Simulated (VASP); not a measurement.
Set up this calculation in VASP 6.6.1, as the native input.

| Item | Value |
| --- | --- |
| Task | dielectric tensor |
| Functional | PBEsol |
| Potentials or basis | VASP PAW PBE potentials, release 64 (Te, Cd) |
| Cutoff | 520 eV |
| k mesh | 7 × 7 × 7 |
| Occupations | gaussian, width 0.01 eV |
| Spin | no spin polarisation |
| Dipole correction | no |
| Further INCAR settings | ALGO = Normal; EDIFF = 1e-08 |

The structure of CdTe lies in POSCAR:

```
CdTe
1.0
    0.0000000000      3.2050000000      3.2050000000
    3.2050000000      0.0000000000      3.2050000000
    3.2050000000      3.2050000000      0.0000000000
Te Cd
1 1
Direct
    0.7500000000      0.7500000000      0.7500000000
    0.0000000000      0.0000000000      0.0000000000
```

One way to write it, as run:

INCAR

```
SYSTEM = CdTe
PREC = Accurate
ENCUT = 520
EDIFF = 1E-8
ISMEAR = 0
SIGMA = 0.01
LREAL = .FALSE.
LASPH = .TRUE.
NELM = 60
ALGO = Normal
ISIF = 2
LWAVE = .FALSE.
LCHARG = .FALSE.
GGA = PS
LEPSILON = .TRUE.
```

KPOINTS

```
regular mesh
0
G
  7 7 7
  0 0 0
```

Potentials or basis: VASP PAW PBE potentials, release 64 (Te, Cd).

The run is started by

```console
$ cat potpaw_PBE.64/Te/POTCAR potpaw_PBE.64/Cd/POTCAR > POTCAR
$ mpirun -np 1 vasp_std > vasp.out
```

It gave:

| Item | Value |
| --- | --- |
| Band gap on the k mesh | 0.76 eV |
| Electronic dielectric tensor (diagonal) | 12.09 |
| Born charges (mean of the diagonal) | Te -2.26; Cd +2.26 e |

Caveat: spin-orbit coupling is left out, which moves the levels of the heavy elements.

It took 12 min on 1 thread of Intel Xeon 8259CL (shared host), peak memory 0.33 GiB.
